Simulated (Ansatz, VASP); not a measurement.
## Two plane-wave programs on SiO2

```xyz
6
Lattice="0.0000 3.7304 3.7304 3.7304 0.0000 3.7304 3.7304 3.7304 0.0000" Properties=species:S:1:pos:R:3 pbc="T T T"
Si    5.5955    5.5955    5.5955
Si    3.7304    3.7304    3.7304
O     2.7978    4.6630    2.7978
O     2.7978    2.7978    4.6630
O     4.6630    4.6630    4.6630
O     4.6630    2.7978    2.7978
```

Alike in both runs: functional PBE; k mesh 6 × 6 × 6; occupations gaussian, width 0.02 eV; no spin polarisation.

Ansatz relaxed the structure, and its values are those at the end. VASP's run is a single point on that final structure, the one shown.

|  | VASP | Ansatz |
| --- | --- | --- |
| version | VASP 6.6.1 | Ansatz 0.2.0 |
| potentials or method | VASP PAW PBE potentials, release 64 (Si, O), cutoff 600 eV | scalar-relativistic, plane waves, PAW |
| valence electrons in the cell | 32 | 32 |

```csv
,VASP,Ansatz,Ansatz less VASP
gap on the k mesh at the Fermi level (eV),5.37,5.37,+0.001
least direct gap on the mesh (eV),5.38,5.38,+0.001
pressure (GPa),-0.2,0.0,+0.19
```

Ansatz's warnings: xc potential rough in thin density.
